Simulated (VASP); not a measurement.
# Ca (Pm-3n) in VASP: single point with PBE

Aim: the single point of Ca with PBE.

Program: VASP 6.6.1. These are calculated values, not measurements. Logs are shortened: lines on timing, memory, paths and dates and some standing lists are left out, and cuts for length are marked.

## Step 1: The cell of the first run

The structure is cubic, space group Pm-3n (No. 223). Conventional cell: a = 6.982 Å, b = 6.982 Å, c = 6.982 Å, α = 90.00°, β = 90.00°, γ = 90.00°. Within 5.1 Å of Ca (site symmetry m-3) lie 12 Ca at 3.90 Å. Within 4.6 Å of Ca (site symmetry -4m2) lie 14 Ca at 3.49 to 4.28 Å.

## Step 2: Single point, PBE

Input file INCAR:

```
ALGO = Normal
EDIFF = 1E-6
ENCUT = 520
GGA = PE
ISIF = 2
ISMEAR = -1
LASPH = True
LCHARG = False
LREAL = False
LWAVE = False
NBANDS = 50
NELM = 100
PREC = Accurate
SIGMA = 0.1
```

Input file KPOINTS:

```
k-points
0
Gamma
  5 5 5
```

Input file POSCAR:

```
Ca
1.0
    6.9817272057      0.0000000000      0.0000000000
    0.0000000000      6.9817272057      0.0000000000
    0.0000000000      0.0000000000      6.9817272057
Ca
8
Direct
    1.0000000000      1.0000000000      1.0000000000
    0.5000000000      0.5000000000      0.5000000000
    0.2500000000      1.0000000000      0.5000000000
    0.7500000000      1.0000000000      0.5000000000
    0.5000000000      0.2500000000      0.0000000000
    0.5000000000      0.7500000000      1.0000000000
    0.0000000000      0.5000000000      0.2500000000
    0.0000000000      0.5000000000      0.7500000000
```

Potentials or basis: VASP PAW PBE potentials, release 64 (Ca_sv).

On the command line:

```
$ cat potpaw_PBE.64/Ca_sv/POTCAR > POTCAR
$ mpirun -np 1 vasp_std > vasp.out
```

OUTCAR:

```text
EDIFF = 1E-6
   ENCUT = 520
   GGA = PE
   ISIF = 2
   ISMEAR = -1
   LASPH = True
   LREAL = False
   NELM = 100
   PREC = Accurate

 ion  position               nearest neighbor table
   1  0.000  0.000  0.000-
   2  0.500  0.500  0.500-
   3  0.250  0.000  0.500-
   4  0.750  0.000  0.500-
   5  0.500  0.250  0.000-
   6  0.500  0.750  0.000-
   7  0.000  0.500  0.250-
   8  0.000  0.500  0.750-

  LATTYP: Found a simple cubic cell.
 ALAT       =     6.9817272057

  Lattice vectors:

 A1 = (   6.9817272057,   0.0000000000,   0.0000000000)
 A2 = (   0.0000000000,   6.9817272057,   0.0000000000)
 A3 = (   0.0000000000,   0.0000000000,   6.9817272057)

Analysis of symmetry for initial positions (statically):
=====================================================================
 Subroutine PRICEL returns:
 Original cell was already a primitive cell.

 Routine SETGRP: Setting up the symmetry group for a
 simple cubic supercell.

 Subroutine GETGRP returns: Found 48 space group operations
 (whereof 24 operations were pure point group operations)
 out of a pool of 48 trial point group operations.

The static configuration has the point symmetry T_h .
 The point group associated with its full space group is O_h .

Analysis of symmetry for dynamics (positions and initial velocities):
=====================================================================
 Subroutine PRICEL returns:
 Original cell was already a primitive cell.

 Routine SETGRP: Setting up the symmetry group for a
 simple cubic supercell.

 Subroutine GETGRP returns: Found 48 space group operations
 (whereof 24 operations were pure point group operations)
 out of a pool of 48 trial point group operations.

The dynamic configuration has the point symmetry T_h .
 The point group associated with its full space group is O_h .

 Subroutine INISYM returns: Found 48 space group operations
 (whereof 24 operations are pure point group operations),
 and found     1 'primitive' translations

----------------------------------------------------------------------------------------

                                     Primitive cell

  volume of cell :     340.3209
[... 80 lines left out ...]
   ISPIN  =      1    spin polarized calculation?
   LNONCOLLINEAR =      F non collinear calculations
   LSORBIT =      F    spin-orbit coupling
   LASPH  =      T    aspherical Exc in radial PAW
   ENCUT  =  520.0 eV  38.22 Ry    6.18 a.u.  12.98 12.98 12.98*2*pi/ulx,y,z
   NELM   =    100;   NELMIN=  2; NELMDL= -5     # of ELM steps
   EDIFF  = 0.1E-05   stopping-criterion for ELM
   LREAL  =      F    real-space projection
   EDIFFG = 0.1E-04   stopping-criterion for IOM
   NSW    =      0    number of steps for IOM
   IBRION =     -1    ionic relax: 0-MD 1-quasi-New 2-CG
   NFREE  =      0    steps in history (QN), initial steepest desc. (CG)
   ISIF   =      2    stress and relaxation
   ISYM   =      2    0-nonsym 1-usesym 2-fastsym
   POTIM  = 0.5000    time-step for ionic-motion
   TEBEG  =    0.0;   TEEND  =   0.0 temperature during run
   PSTRESS=    0.0 pullay stress
   NELECT =      80.0000    total number of electrons
   NUPDOWN=      -1.0000    fix difference up-down
   EMIN   =  10.00;   EMAX   =-10.00  energy-range for DOS
   EFERMI =   0.00;   METHOD = LEGACY
   ISMEAR =    -1;   SIGMA  =   0.10  broadening in eV -4-tet -1-fermi 0-gaus
   EFERMI_NEDOS =   21; number of points for ismear=-14 and -15
   IALGO  =     38    algorithm
   IMIX   =      4    mixing-type and parameters
     AMIX     =   0.40;   BMIX     =  1.00
     AMIX_MAG =   1.60;   BMIX_MAG =  1.00
  volume/ion in A,a.u.               =      42.54       287.07
  Fermi-wavevector in a.u.,A,eV,Ry     =   1.010358  1.909300 13.889144  1.020823
  Thomas-Fermi vector in A             =   2.143342
   LORBIT       =      0    0 simple, 1 ext, 2 COOP (PROOUT), +10 PAW based schemes
   GGA     = PE    functional components
[... 5 lines left out ...]
 non-spin polarized calculation
  energy-cutoff  :      520.00
  volume of cell :      340.32
 maximum number of plane-waves:      9198
 NGX is ok and might be reduce to    54
   NGX = 25   NGY = 25   NGZ = 25

 number of electron      80.0000039 magnetization

 Free energy of the ion-electron system (eV)
  ---------------------------------------------------
  ext. energy  EPLUGINS =         0.00000000
  ---------------------------------------------------
  free energy    TOTEN  =       -15.26075198 eV

  energy without entropy =      -14.97482895  energy(sigma->0) =      -15.11779047

 E-fermi :   1.9489     XC(G=0):  -7.7048

 val. band max:        1.9423238557   @ k =   0.2000   0.2000   0.0000
 cond. band min:       1.9624199674   @ k =   0.2000   0.2000   0.0000
 fundamental gap:      0.0200961116
 Fermi energy:         1.9489327975

 k-point     1 :       0.0000    0.0000    0.0000
  band No.  band energies     occupation
      1     -40.1058      2.00000
      2     -40.0966      2.00000
      3     -40.0966      2.00000
      4     -40.0941      2.00000
      5     -40.0887      2.00000
      6     -40.0785      2.00000
[... 519 lines left out ...]
     49       3.2365      0.00001
     50       3.2544      0.00000

------------------------ aborting loop because EDIFF is reached ----------------------------------------

  FORCE on cell =-STRESS in cart. coord.  units (eV):
  Direction    XX          YY          ZZ          XY          YZ          ZX
  --------------------------------------------------------------------------------------
  -------------------------------------------------------------------------------------
  Total        0.0344938      0.0344938      0.0344938      0.0000000     -0.0000000      0.0000000
  in kB        0.1623912      0.1623912      0.1623912      0.0000000     -0.0000000      0.0000000
  external PRESSURE =       0.1623912 kB  Pullay stress =       0.0000000 kB

 VOLUME and BASIS-vectors are now :
 -----------------------------------------------------------------------------
  energy-cutoff  :      520.00
  volume of cell :      340.32
      direct lattice vectors                 reciprocal lattice vectors
     6.981727206  0.000000000  0.000000000     0.143231033  0.000000000  0.000000000
     0.000000000  6.981727206  0.000000000     0.000000000  0.143231033  0.000000000
     0.000000000  0.000000000  6.981727206     0.000000000  0.000000000  0.143231033

 POSITION                                       TOTAL-FORCE (eV/Angst)
 -----------------------------------------------------------------------------------
      0.00000      0.00000      0.00000         0.000000     -0.000000      0.000000
      3.49086      3.49086      3.49086         0.000000     -0.000000      0.000000
      1.74543      0.00000      3.49086        -0.000000      0.000000      0.000000
      5.23630      0.00000      3.49086         0.000000     -0.000000     -0.000000
      3.49086      1.74543      0.00000         0.000000     -0.000000      0.000000
      3.49086      5.23630      0.00000         0.000000      0.000000     -0.000000
      0.00000      3.49086      1.74543         0.000000     -0.000000      0.000000
      0.00000      3.49086      5.23630        -0.000000      0.000000     -0.000000
 -----------------------------------------------------------------------------------
    total drift:                                0.000000      0.000000      0.000000

  FREE ENERGIE OF THE ION-ELECTRON SYSTEM (eV)
  ---------------------------------------------------
  free  energy   TOTEN  =       -15.2607519825 eV

  energy  without entropy=      -14.9748289540  energy(sigma->0) =      -15.11779047
```

OSZICAR:

```text
N       E                     dE             d eps       ncg     rms          rms(c)
DAV:   1     0.831028019712E+03    0.83103E+03   -0.38481E+04  1016   0.146E+03
DAV:   2     0.405640131936E+02   -0.79046E+03   -0.78022E+03  1016   0.452E+02
DAV:   3    -0.708799043313E+01   -0.47652E+02   -0.45484E+02  1456   0.815E+01
DAV:   4    -0.145187730109E+02   -0.74308E+01   -0.73165E+01  1680   0.259E+01
DAV:   5    -0.153115925993E+02   -0.79282E+00   -0.79118E+00  1432   0.622E+00    0.660E+00
DAV:   6    -0.152750475466E+02    0.36545E-01   -0.43315E-01  1302   0.280E+00    0.361E+00
DAV:   7    -0.152619959999E+02    0.13052E-01   -0.13478E-01  1256   0.241E+00    0.468E-01
DAV:   8    -0.152602325200E+02    0.17635E-02   -0.20505E-02  1342   0.884E-01    0.565E-01
DAV:   9    -0.152606552038E+02   -0.42268E-03   -0.26989E-03  1304   0.280E-01    0.109E-01
DAV:  10    -0.152607742004E+02   -0.11900E-03   -0.35780E-04  1366   0.124E-01    0.782E-02
DAV:  11    -0.152607529471E+02    0.21253E-04   -0.69375E-05  1264   0.549E-02    0.578E-03
DAV:  12    -0.152607519825E+02    0.96452E-06   -0.78524E-06  1080   0.793E-03
   1 F= -.15260752E+02 E0= -.15117790E+02  d E =-.285923E+00
```

It took 2.6 min on 1 thread of Intel Xeon Platinum 8375C at 2.90GHz (Ice Lake), shared host; peak memory 0.43 GiB.

Results:

```yaml
Free_energy: -15.2608 eV
Pressure: 0.0 GPa
Band_gap_on_the_k_mesh: zero (bands 40 and 41 overlap by 0.63 eV)
```
